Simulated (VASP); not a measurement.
The system is AlN.

```
Al N
1.0
     2.18886   -2.18886    0.00000
     0.00000    0.00000    4.37772
    -2.18886   -2.18886    0.00000
Al N
2 2
Direct
  0.00000 0.00000 0.00000
  0.50000 0.50000 0.50000
  0.00000 0.25000 0.50000
  0.50000 0.75000 0.00000
```

Program: VASP 6.6.1. Alike in all runs: task single point; potentials or basis VASP PAW PBE potentials, release 64 (Al, N); no spin polarisation; cell as given; smearing fermi-dirac 0.05 eV.

Q: Order these runs on this cell by their band gap on the k mesh, lowest first.
A. level HSE06; k mesh 4 × 3 × 4; cutoff (eV) 520; grid for exact exchange (PRECFOCK) Normal; screening parameter 0.2079 1/Å
B. level PBEsol; k mesh 6 × 4 × 6; cutoff (eV) 520
C. level r2SCAN; k mesh 4 × 3 × 4; cutoff (eV) 580

A: B (3.18 eV), C (3.92 eV), A (4.54 eV).

Caveats: some runs use coarse meshes.

A k mesh can miss the band edges.
